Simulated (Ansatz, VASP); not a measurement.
# InP: VASP beside Ansatz

```xyz
2
Lattice="0.0000 2.8550 2.8836 2.8550 0.0000 2.8836 2.8550 2.8550 0.0000" Properties=species:S:1:pos:R:3 pbc="T T T"
In    0.0000    0.0000    0.0000
P     2.8550    2.8550    2.8836
```

Change from the starting cell: zz strain of +1 %, PAW files.

Alike in both runs: task electric field gradients; functional PBEsol; k mesh 11 × 11 × 11; occupations fermi-dirac, width 0.03 eV; no spin polarisation.

|  | VASP | Ansatz |
| --- | --- | --- |
| version | VASP 6.6.1 | Ansatz 0.2.0 |
| potentials or method | VASP PAW PBE potentials, release 64 (In_d, P) | PAW with Ansatz's default frozen-core files, scalar-relativistic |
| plane-wave cutoff (eV) | 520 | 420 |
| valence electrons in the cell | 18 | 18 |

Ansatz gave:

- pressure (GPa): -8.6
- traceless stress, the component that is largest in VASP (GPa): -0.45
- size of Vzz on the site where it differs most (V/Å²): 8.9

**Question.** Which values does VASP return?

**Answer.** Pressure (GPa): -8.6; traceless stress, the component that is largest in VASP (GPa): -0.45; size of Vzz on the site where it differs most (V/Å²): 9.0.

VASP's potentials were made for PBE, not for PBEsol.
